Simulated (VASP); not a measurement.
# Zr3SiO (P4/mmm) in VASP: further runs

The runs below take Zr3SiO through single point, relaxation of cell and atoms, with PBE.

Program: VASP 6.6.1. These are calculated values, not measurements. Logs are shortened: lines on timing, memory, paths and dates and some standing lists are left out, and cuts for length are marked.

## Step 1: The cell of the first run

Symmetry: P4/mmm, No. 123, tetragonal system. Conventional cell: a = 3.277 Å, b = 3.277 Å, c = 7.287 Å, α = 90.00°, β = 90.00°, γ = 90.00°. Within 3.1 Å of Zr (site symmetry 4/mmm) lie 4 O at 2.32 Å and 2 Zr at 2.47 Å. Zr (site symmetry 4mm) has 2 Zr at 2.35 to 2.47 Å and 4 Si at 2.60 Å within 3.1 Å. Si (site symmetry 4/mmm) has 8 Zr at 2.60 Å and 4 Si at 3.28 Å within 3.4 Å. Within 3.1 Å of O (site symmetry 4/mmm) lie 4 Zr at 2.32 Å.

The cell was built from a structure type or drawn by symmetry, and may not be a known phase.

## Step 2: Single point, PBE

File INCAR:

```
SYSTEM = Zr3SiO
PREC = Accurate
ENCUT = 520
EDIFF = 1E-7
ISMEAR = 0
SIGMA = 0.1
LREAL = .False.
LASPH = .True.
NELM = 60
ALGO = Normal
ISIF = 2
LWAVE = .False.
LCHARG = .False.
GGA = PE
NBANDS = 31
```

File KPOINTS:

```
regular mesh
0
Gamma
  6 6 4
  0 0 0
```

File POSCAR:

```
Zr3SiO
1.0
    3.2771903500      0.0000000000      0.0000000000
    0.0000000000      3.2771903500      0.0000000000
    0.0000000000      0.0000000000      7.2872258800
Zr Si O
3 1 1
Direct
    0.0000000000      0.0000000000      0.0000000000
    0.0000000000      0.0000000000      0.3384904600
    0.0000000000      0.0000000000      0.6615095400
    0.5000000000      0.5000000000      0.5000000000
    0.5000000000      0.5000000000      0.0000000000
```

Potentials or basis: VASP PAW PBE potentials, release 64 (Zr_sv, Si, O).

The run is started by

```sh
$ cat potpaw_PBE.64/Zr_sv/POTCAR potpaw_PBE.64/Si/POTCAR potpaw_PBE.64/O/POTCAR > POTCAR
$ mpirun -np 1 vasp_std > vasp.out
```

OUTCAR:

```text
SYSTEM = Zr3SiO
   PREC = Accurate
   ENCUT = 520
   EDIFF = 1E-7
   ISMEAR = 0
   LREAL = .False.
   LASPH = .True.
   NELM = 60
   ISIF = 2
   GGA = PE

 ion  position               nearest neighbor table
   1  0.000  0.000  0.000-   5 2.32   5 2.32   5 2.32   5 2.32   2 2.47   3 2.47
   2  0.000  0.000  0.338-   3 2.35   1 2.47   4 2.60   4 2.60   4 2.60   4 2.60
   3  0.000  0.000  0.662-   2 2.35   1 2.47   4 2.60   4 2.60   4 2.60   4 2.60
   4  0.500  0.500  0.500-   2 2.60   3 2.60   2 2.60   3 2.60   2 2.60   3 2.60   2 2.60   3 2.60

   5  0.500  0.500  0.000-   1 2.32   1 2.32   1 2.32   1 2.32

  LATTYP: Found a simple tetragonal cell.
 ALAT       =     3.2771903500
 C/A-ratio  =     2.2236199615

  Lattice vectors:

 A1 = (   3.2771903500,   0.0000000000,   0.0000000000)
 A2 = (   0.0000000000,   3.2771903500,   0.0000000000)
 A3 = (   0.0000000000,   0.0000000000,   7.2872258800)

Analysis of symmetry for initial positions (statically):
=====================================================================
 Subroutine PRICEL returns:
 Original cell was already a primitive cell.

 Routine SETGRP: Setting up the symmetry group for a
 simple tetragonal supercell.

 Subroutine GETGRP returns: Found 16 space group operations
 (whereof 16 operations were pure point group operations)
 out of a pool of 16 trial point group operations.

The static configuration has the point symmetry D_4h.

Analysis of symmetry for dynamics (positions and initial velocities):
=====================================================================
 Subroutine PRICEL returns:
 Original cell was already a primitive cell.

 Routine SETGRP: Setting up the symmetry group for a
 simple tetragonal supercell.

 Subroutine GETGRP returns: Found 16 space group operations
 (whereof 16 operations were pure point group operations)
 out of a pool of 16 trial point group operations.

The dynamic configuration has the point symmetry D_4h.

 Subroutine INISYM returns: Found 16 space group operations
 (whereof 16 operations are pure point group operations),
 and found     1 'primitive' translations

----------------------------------------------------------------------------------------

                                     Primitive cell

  volume of cell :      78.2646

  direct lattice vectors                    reciprocal lattice vectors
     3.277190350  0.000000000  0.000000000     0.305139431  0.000000000  0.000000000
     0.000000000  3.277190350  0.000000000     0.000000000  0.305139431  0.000000000
     0.000000000  0.000000000  7.287225880     0.000000000  0.000000000  0.137226431

  length of vectors
     3.277190350  3.277190350  7.287225880     0.305139431  0.305139431  0.137226431

  position of ions in fractional coordinates (direct lattice)
     0.000000000  0.000000000  0.000000000
     0.000000000  0.000000000  0.338490460
     0.000000000  0.000000000  0.661509540
     0.500000000  0.500000000  0.500000000
     0.500000000  0.500000000  0.000000000

  ion indices of the primitive-cell ions
   primitive index   ion index
                 1           1
                 2           2
                 3           3
                 4           4
                 5           5

----------------------------------------------------------------------------------------

 KPOINTS: regular mesh

Automatic generation of k-mesh.
 Grid dimensions read from file:
 generate k-points for:    6    6    4

 Generating k-lattice:

  Cartesian coordinates                     Fractional coordinates (reciprocal lattice)
     0.050856572  0.000000000  0.000000000     0.166666667  0.000000000  0.000000000
     0.000000000  0.050856572  0.000000000     0.000000000  0.166666667  0.000000000
     0.000000000  0.000000000  0.034306608     0.000000000  0.000000000  0.250000000

  Length of vectors
     0.050856572  0.050856572  0.034306608

  Shift w.r.t. Gamma in fractional coordinates (k-lattice)
     0.000000000  0.000000000  0.000000000

 Subroutine IBZKPT returns following result:
 ===========================================

 Found     30 irreducible k-points:

 Following reciprocal coordinates:
            Coordinates               Weight
  0.000000  0.000000  0.000000      1.000000
  0.166667  0.000000  0.000000      4.000000
  0.333333  0.000000  0.000000      4.000000
  0.500000  0.000000  0.000000      2.000000
  0.166667  0.166667  0.000000      4.000000
  0.333333  0.166667  0.000000      8.000000
[... 16 lines left out ...]
  0.333333  0.000000  0.500000      4.000000
  0.500000  0.000000  0.500000      2.000000
 [... further k-points ...]
   k-points           NKPTS =     30   k-points in BZ     NKDIM =     30   number of bands    NBANDS=     31
   number of dos      NEDOS =    301   number of ions     NIONS =      5
   total plane-waves  NPLWV =  31104
   dimension x,y,z NGX =    24 NGY =   24 NGZ =   54
   dimension x,y,z NGXF=    48 NGYF=   48 NGZF=  108
   ions per type =               3   1   1
   NGX,Y,Z   is equivalent  to a cutoff of  12.17, 12.17, 12.32 a.u.
   NGXF,Y,Z  is equivalent  to a cutoff of  24.35, 24.35, 24.64 a.u.
 SYSTEM =  Zr3SiO
   PREC   = accura    normal or accurate (medium, high low for compatibility)
   ISTART =      0    job   : 0-new  1-cont  2-samecut
   ICHARG =      2    charge: 1-file 2-atom 10-const
   ISPIN  =      1    spin polarized calculation?
   LNONCOLLINEAR =      F non collinear calculations
   LSORBIT =      F    spin-orbit coupling
   LASPH  =      T    aspherical Exc in radial PAW
   ENCUT  =  520.0 eV  38.22 Ry    6.18 a.u.   6.09  6.09 13.55*2*pi/ulx,y,z
   NELM   =     60;   NELMIN=  2; NELMDL= -5     # of ELM steps
   EDIFF  = 0.1E-06   stopping-criterion for ELM
   LREAL  =      F    real-space projection
   EDIFFG = 0.1E-05   stopping-criterion for IOM
   NSW    =      0    number of steps for IOM
   IBRION =     -1    ionic relax: 0-MD 1-quasi-New 2-CG
   NFREE  =      0    steps in history (QN), initial steepest desc. (CG)
   ISIF   =      2    stress and relaxation
   ISYM   =      2    0-nonsym 1-usesym 2-fastsym
   POTIM  = 0.5000    time-step for ionic-motion
   TEBEG  =    0.0;   TEEND  =   0.0 temperature during run
   PSTRESS=    0.0 pullay stress
   NELECT =      46.0000    total number of electrons
   NUPDOWN=      -1.0000    fix difference up-down
   EMIN   =  10.00;   EMAX   =-10.00  energy-range for DOS
   EFERMI =   0.00;   METHOD = LEGACY
   ISMEAR =     0;   SIGMA  =   0.10  broadening in eV -4-tet -1-fermi 0-gaus
   EFERMI_NEDOS =   21; number of points for ismear=-14 and -15
   IALGO  =     38    algorithm
   IMIX   =      4    mixing-type and parameters
     AMIX     =   0.40;   BMIX     =  1.00
     AMIX_MAG =   1.60;   BMIX_MAG =  1.00
  volume/ion in A,a.u.               =      15.65       105.63
  Fermi-wavevector in a.u.,A,eV,Ry     =   1.371320  2.591420 25.586021  1.880519
  Thomas-Fermi vector in A             =   2.497028
   LORBIT       =      0    0 simple, 1 ext, 2 COOP (PROOUT), +10 PAW based schemes
   GGA     = PE    functional components
   LHFCALC =     F    Hartree Fock is set to
   AEXX    =    0.0000 exact exchange contribution
   IVDW    =     0    specifies the selected vdW correction
   LEPSILON=     F    determine dielectric tensor
   LRPA    =     F    only Hartree local field effects (RPA)
 non-spin polarized calculation
 Gauss-broadening in eV      SIGMA  =   0.10
  energy-cutoff  :      520.00
  volume of cell :       78.26
 maximum number of plane-waves:      2152
   NGX = 13   NGY = 13   NGZ = 27

 number of electron      45.9999994 magnetization

 Free energy of the ion-electron system (eV)
  ---------------------------------------------------
  ext. energy  EPLUGINS =         0.00000000
  ---------------------------------------------------
  free energy    TOTEN  =       -36.60523286 eV

  energy without entropy =      -36.58623016  energy(sigma->0) =      -36.59573151

 E-fermi :  10.3702     XC(G=0): -11.7144

 val. band max:       10.3433312969   @ k =   0.5000   0.1667   0.5000
 cond. band min:      10.3887889366   @ k =   0.5000   0.1667   0.2500
 fundamental gap:      0.0454576396
 Fermi energy:        10.3701523519

 k-point     1 :       0.0000    0.0000    0.0000
  band No.  band energies     occupation
      1     -38.6901      2.00000
      2     -37.9417      2.00000
      3     -37.4797      2.00000
      4     -17.6700      2.00000
      5     -17.6498      2.00000
      6     -16.5107      2.00000
[... 23 lines left out ...]
     30      13.7713      0.00000
     31      14.6134      0.00000

 k-point     2 :       0.1667    0.0000    0.0000
  band No.  band energies     occupation
      1     -38.6796      2.00000
      2     -37.9311      2.00000
      3     -37.4701      2.00000
      4     -17.6514      2.00000
      5     -17.6356      2.00000
      6     -16.6815      2.00000
[... 23 lines left out ...]
     30      14.4344      0.00000
     31      14.5192      0.00000

 k-point     3 :       0.3333    0.0000    0.0000
  band No.  band energies     occupation
      1     -38.6584      2.00000
      2     -37.9100      2.00000
      3     -37.4510      2.00000
      4     -17.6131      2.00000
      5     -17.6069      2.00000
      6     -17.0019      2.00000
[... 23 lines left out ...]
     30      14.3435      0.00000
     31      15.3692      0.00000

 k-point     4 :       0.5000    0.0000    0.0000
  band No.  band energies     occupation
      1     -38.6478      2.00000
      2     -37.8993      2.00000
      3     -37.4413      2.00000
      4     -17.5931      2.00000
      5     -17.5925      2.00000
      6     -17.1530      2.00000
[... 23 lines left out ...]
     30      15.3672      0.00000
     31      15.7082      0.00000

 k-point     5 :       0.1667    0.1667    0.0000
  band No.  band energies     occupation
      1     -38.6692      2.00000
      2     -37.9208      2.00000
      3     -37.4606      2.00000
      4     -17.6334      2.00000
      5     -17.6217      2.00000
      6     -16.6881      2.00000
[... 23 lines left out ...]
     30      14.0679      0.00000
     31      15.5525      0.00000
[... 542 lines left out ...]
     30      13.4274      0.00000
     31      13.4857      0.00000

 k-point    22 :       0.1667    0.0000    0.5000
  band No.  band energies     occupation
      1     -38.6441      2.00000
      2     -38.0320      2.00000
      3     -37.4024      2.00000
      4     -18.5905      2.00000
      5     -16.6615      2.00000
      6     -16.4744      2.00000
[... 23 lines left out ...]
     30      13.6076      0.00000
     31      13.7698      0.00000

 k-point    23 :       0.3333    0.0000    0.5000
  band No.  band energies     occupation
      1     -38.6234      2.00000
      2     -38.0101      2.00000
      3     -37.3836      2.00000
      4     -18.5531      2.00000
      5     -16.9791      2.00000
      6     -16.4389      2.00000
[... 23 lines left out ...]
     30      13.6649      0.00000
     31      13.6875      0.00000

 k-point    24 :       0.5000    0.0000    0.5000
  band No.  band energies     occupation
      1     -38.6129      2.00000
      2     -37.9991      2.00000
      3     -37.3742      2.00000
      4     -18.5341      2.00000
      5     -17.1288      2.00000
      6     -16.4428      2.00000
[... 23 lines left out ...]
     30      13.7844      0.00000
     31      13.8088      0.00000

 [... further k-points ...]

------------------------ aborting loop because EDIFF is reached ----------------------------------------

  FORCE on cell =-STRESS in cart. coord.  units (eV):
  Direction    XX          YY          ZZ          XY          YZ          ZX
  --------------------------------------------------------------------------------------
  -------------------------------------------------------------------------------------
  Total        7.1848007      7.1848007     25.9393460      0.0000000      0.0000000     -0.0000000
  in kB      147.0820730    147.0820730    531.0116363      0.0000000      0.0000000     -0.0000000
  external PRESSURE =     275.0585941 kB  Pullay stress =       0.0000000 kB

 VOLUME and BASIS-vectors are now :
 -----------------------------------------------------------------------------
  energy-cutoff  :      520.00
  volume of cell :       78.26
      direct lattice vectors                 reciprocal lattice vectors
     3.277190350  0.000000000  0.000000000     0.305139431  0.000000000  0.000000000
     0.000000000  3.277190350  0.000000000     0.000000000  0.305139431  0.000000000
     0.000000000  0.000000000  7.287225880     0.000000000  0.000000000  0.137226431

 POSITION                                       TOTAL-FORCE (eV/Angst)
 -----------------------------------------------------------------------------------
      0.00000      0.00000      0.00000         0.000000      0.000000      0.000000
      0.00000      0.00000      2.46666        -0.000000      0.000000     -1.015329
      0.00000      0.00000      4.82057         0.000000      0.000000      1.015329
      1.63860      1.63860      3.64361         0.000000      0.000000      0.000000
      1.63860      1.63860      0.00000         0.000000      0.000000      0.000000
 -----------------------------------------------------------------------------------
    total drift:                                0.000000     -0.000000     -0.000000

  FREE ENERGIE OF THE ION-ELECTRON SYSTEM (eV)
  ---------------------------------------------------
  free  energy   TOTEN  =       -36.6052328578 eV

  energy  without entropy=      -36.5862301551  energy(sigma->0) =      -36.59573151
```

Run time: 26 s. Hardware: 1 thread of Intel Xeon 6975P-C (Granite Rapids), shared host; peak memory 0.21 GiB.

Results:

* Free energy: -36.6052 eV
* Pressure: 27.5 GPa
* Largest force: 1.015 eV/Å
* Band gap on the k mesh: zero (bands 23 and 24 overlap by 0.94 eV)

Forces in eV/Å, atoms in the order of the input:
```
Zr   0.000  0.000  0.000
Zr   0.000  0.000 -1.015
Zr   0.000  0.000  1.015
Si   0.000  0.000  0.000
O    0.000  0.000  0.000
```

Stress tensor (GPa, compression positive):
```
14.71  0.00  0.00
 0.00 14.71  0.00
 0.00  0.00 53.10
```

Caveat: the cell stands under pressure; forces of over 1 eV/Å act on the atoms, so gaps and moduli don't describe the material at rest.

(Part 1 of 2 ends here.)
